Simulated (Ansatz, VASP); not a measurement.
## Mg in VASP and in Ansatz

INCAR

```
AGGAC = 1.0
AGGAX = 1.0
ALDAC = 0.0
ALDAX = 1.0
ALGO = Normal
EDIFF = 1E-7
EDIFFG = -0.01
ENCUT = 600
GGA = B5
IBRION = 2
ISIF = 3
ISMEAR = -1
LASPH = T
LCHARG = F
LREAL = F
LWAVE = F
NELM = 80
NSW = 80
PREC = Accurate
SIGMA = 0.1
```

Contents of KPOINTS:

```
k-points
0
Gamma
  11 11 3
```

File POSCAR:

```
Mg
1.0
    3.2030520135      0.0000000000      0.0000000000
   -1.6015260067      2.7739244133      0.0000000000
    0.0000000000      0.0000000000     10.4611678760
Mg
4
Direct
    0.0000000000      0.0000000000      0.0000000000
    0.0000000000      0.0000000000      0.5000000000
    0.3333333333      0.6666666667      0.2500000000
    0.6666666667      0.3333333333      0.7500000000
```

Input for Ansatz:

```yaml
crystal:
  lattice:
    - [3.2030520135, 0.0, 0.0]
    - [-1.6015260067, 2.7739244133, 0.0]
    - [0.0, 0.0, 10.461167876]
  atoms:
    - { symbol: Mg, position: [0.0, 0.0, 0.0] }
    - { symbol: Mg, position: [0.0, 0.0, 0.5] }
    - { symbol: Mg, position: [0.3333333333, 0.6666666667, 0.25] }
    - { symbol: Mg, position: [0.6666666667, 0.3333333333, 0.75] }
hamiltonian:
  xc: blyp
  pseudopotentials:
    kind: paw
    azcp:
      Mg: "pseudopotentials/Mg.paw.azcp"
basis:
  ecutwfc: 420
  fft_grid_basis: typed
kpoints:
  mp_grid: { grid: [11, 11, 3], shift: [0, 0, 0] }
magnetization:
  spin_polarized: false
scf:
  occupations: { method: fermi_dirac, width: 0.1 }
relax:
  max_steps: 60
  f_tol: 0.01
  cell: {}
```

Alike in both runs: task relaxation of cell and atoms; functional BLYP; k mesh 11 × 11 × 3; occupations fermi-dirac, width 0.1 eV; no spin polarisation.

```csv
,VASP,Ansatz
version,VASP 6.6.1,Ansatz 0.2.0
potentials or method,"VASP PAW PBE potentials, release 64 (Mg), cutoff 600 eV","plane waves (420 eV) with PAW, scalar-relativistic"
valence electrons in the cell,8,40
```

```tsv
	VASP	Ansatz	Ansatz less VASP
relaxed volume (Å³/atom)	23.48	23.53	+0.045
relaxed length of the cell vector where the two differ most in proportion (Å)	3.216	3.219	+0.0033
```

VASP's potentials were made for PBE, not for BLYP. VASP's potentials hold 8 valence electrons a cell and Ansatz's 40, so a difference there can come from the potentials and not from the codes.
